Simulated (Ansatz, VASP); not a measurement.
**CaSe in VASP and in Ansatz**

The input INCAR:

```
SYSTEM = CaSe
PREC = Accurate
ENCUT = 520
EDIFF = 1E-8
ISMEAR = -1
SIGMA = 0.03
LREAL = .False.
LASPH = .True.
NELM = 100
ALGO = Normal
ISIF = 2
LWAVE = .False.
LCHARG = .False.
LEFG = .True.
NBANDS = 15
```

The input KPOINTS:

```
regular mesh
0
Gamma
  9 9 9
  0 0 0
```

File POSCAR:

```
CaSe
1.0
    0.0000000000      2.9300948315      2.9300948315
    2.9300948315      0.0000000000      2.9300948315
    2.9300948315      2.9300948315      0.0000000000
Ca Se
1 1
Direct
    0.0000000000      0.0000000000      0.0000000000
    0.5000000000      0.5000000000      0.5000000000
```

Input for Ansatz:

```yaml
crystal:
  lattice:
    - [0.0, 2.9300948315, 2.9300948315]
    - [2.9300948315, 0.0, 2.9300948315]
    - [2.9300948315, 2.9300948315, 0.0]
  atoms:
    - { symbol: Ca, position: [0.0, 0.0, 0.0] }
    - { symbol: Se, position: [0.5, 0.5, 0.5] }
kpoints:
  mp_grid: { grid: [9, 9, 9] }
scf:
  occupations: { method: fermi_dirac, width: 0.03 }
hamiltonian:
  xc: lda
  pseudopotentials: { kind: all_electron, datasets: crystal }
output:
  forces: true
  stress: true
  eigenvalues: true
  efg: { contact_densities: true }
```

Change from the starting cell: volume scaled by 0.96, crystal datasets.

Alike in both runs: task electric field gradients; functional LDA; k mesh 9 × 9 × 9; occupations fermi-dirac, width 0.03 eV; no spin polarisation.

|  | VASP | Ansatz |
| --- | --- | --- |
| version | VASP 6.6.1 | Ansatz 0.2.0 |
| potentials or method | VASP PAW LDA potentials, release 64 (Ca_sv, Se), cutoff 520 eV | all-electron PAW with datasets made for the crystal, scalar-relativistic |

```csv
,VASP,Ansatz,Ansatz less VASP
gap on the k mesh at the Fermi level (eV),1.83,1.85,+0.017
pressure (GPa),-1.6,-1.9,-0.25
```

LDA's correlation is that of Perdew and Zunger in VASP and of Perdew and Wang (1992) in Ansatz. Ansatz ran all-electron here, and VASP with PAW potentials.
